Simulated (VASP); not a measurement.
Set up this calculation in VASP 6.6.1, as the native input.

```yaml
Task: single point
Functional: LDA
Potentials_or_basis: VASP PAW LDA potentials, release 64 (Zn, S)
Cutoff: 520 eV
k_mesh: 6 × 6 × 6
Occupations: gaussian, width 0.05 eV
Spin: no spin polarisation
Dipole_correction: no
Further_INCAR_settings: ALGO = Normal; EDIFF = 1e-06; NBANDS = 46
```

The structure of ZnS lies in POSCAR:

```
ZnS
1.0
    5.4093000000      0.0000000000      0.0000000000
    0.0000000000     -5.4093000000      0.0000000000
    0.0000000000      0.0000000000     -5.4093000000
Zn S
4 4
Direct
    0.0000000000      0.5000000000      0.5000000000
    0.5000000000      0.0000000000      0.5000000000
    0.5000000000      0.5000000000      0.0000000000
    0.0000000000      0.0000000000      0.0000000000
    0.7500000000      0.7253572551      0.7500000000
    0.2500000000      0.2500000000      0.7500000000
    0.2500000000      0.7500000000      0.2500000000
    0.7500000000      0.2500000000      0.2500000000
```

This cell differs from its parent crystal: atom 5 (S) moved +0.133 Å along Cartesian [0 1 0].

One way to write it, as run:

INCAR

```
PREC     = Accurate       # precision mode
ENCUT    = 520            # plane-wave cutoff, eV
EDIFF    = 1E-6           # SCF threshold, eV
ISMEAR   = 0              # smearing method
SIGMA    = 0.05           # smearing width, eV
LREAL    = False          # projectors in reciprocal space
LASPH    = True           # aspherical terms in the spheres
NELM     = 60             # most SCF steps
ALGO     = Normal         # electronic algorithm
ISIF     = 2              # what is computed and relaxed
LWAVE    = False          # write WAVECAR
LCHARG   = False          # write CHGCAR
GGA      = CA             # functional
NBANDS   = 46             # bands
```

KPOINTS

```
regular mesh
0
Gamma
  6 6 6
```

Potentials or basis: VASP PAW LDA potentials, release 64 (Zn, S).

Command:

```bash
$ cat potpaw_LDA.64/Zn/POTCAR potpaw_LDA.64/S/POTCAR > POTCAR
$ mpirun -np 1 vasp_std > vasp.out
```

It gave:

```yaml
Pressure: -4.4 GPa
Largest_force: 1.129 eV/Å
Band_gap_on_the_k_mesh: 1.84 eV
```

Caveat: the cell differs from its parent crystal (atom 5 (S) moved +0.133 Å along Cartesian [0 1 0]); the cell stands under tension; forces of over 1 eV/Å act on the atoms, so gaps and moduli don't describe the material at rest.

Wall time 3.2 min on 1 thread of Intel(R) Xeon(R) 6975P-C (Granite Rapids) (shared host), peak memory 0.38 GiB.
